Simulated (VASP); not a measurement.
NaH12BrO6, 20 atoms in the cell. The cell holds a disordered packing, 20 atoms: a = 6.628 Å, b = 6.628 Å, c = 6.628 Å, α = 90.00°, β = 90.00°, γ = 90.00°. 

* Program: VASP 6.6.1
* Task: single point
* Functional: PBE
* Dispersion: D3(BJ)
* Potentials or basis: VASP PAW PBE potentials, release 64 (O, H, Na_pv, Br)
* Cutoff: 520 eV
* k mesh: 1 × 1 × 1
* Occupations: fermi-dirac, width 0.05 eV
* Spin: no spin polarisation
* Dipole correction: no
* Further INCAR settings: LREAL = Auto; ALGO = Normal; EDIFF = 1e-07; NBANDS = 47

Potentials or basis: VASP PAW PBE potentials, release 64 (O, H, Na_pv, Br).

Launch:

```sh
$ cat potpaw_PBE.64/O/POTCAR potpaw_PBE.64/H/POTCAR potpaw_PBE.64/Na_pv/POTCAR potpaw_PBE.64/Br/POTCAR > POTCAR
$ mpirun -np 1 vasp_gam > vasp.out
```

Hardware: 1 thread of AMD EPYC 7R13 Processor (Zen 3), on a shared host.

Q: How long does it take, and how much memory?

A: Wall time 30 s on 1 thread of AMD EPYC 7R13 Processor (Zen 3), on a shared host, peak memory 0.3 GiB. Counts: scf iterations 17, k points 1.
